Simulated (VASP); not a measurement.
A run of VASP 6.6.1 is set up as follows.

The input INCAR:

```
  PREC = Accurate
  ENCUT = 520
  EDIFF = 1E-7
  ISMEAR = 0
  SIGMA = 0.1
  LREAL = False
  LASPH = True
  NELM = 100
  ALGO = Normal
  ISIF = 2
  LWAVE = False
  LCHARG = False
  GGA = PE
  NBANDS = 31
```

File KPOINTS:

```
regular mesh
0
Gamma
  8 8 8
```

File POSCAR:

```
SnGeTe3
1.0
    5.4398842508      0.0000000000      0.0000000000
    0.0000000000      5.4398842508      0.0000000000
    0.0000000000      0.0000000000      5.4398842508
Sn Ge Te
1 1 3
Direct
    0.5000000000      0.5000000000      0.5000000000
    0.0000000000      0.0000000000      0.0000000000
    0.5000000000      0.0000000000      0.0000000000
    0.0000000000      0.5000000000      0.0000000000
    0.0000000000      0.0000000000      0.5000000000
```

Potentials or basis: VASP PAW PBE potentials, release 64 (Sn_d, Ge_d, Te).

Launch:

```bash
$ cat potpaw_PBE.64/Sn_d/POTCAR potpaw_PBE.64/Ge_d/POTCAR potpaw_PBE.64/Te/POTCAR > POTCAR
$ mpirun -np 1 vasp_std > vasp.out
```

**Question.** Predict the band gap on the k mesh.

**Answer.** Zero (bands 23 and 24 overlap by 1.58 eV).

**Question.** Predict the pressure.

**Answer.** 0.0 GPa.

Caveat: spin-orbit coupling is left out, which moves the levels of the heavy elements.
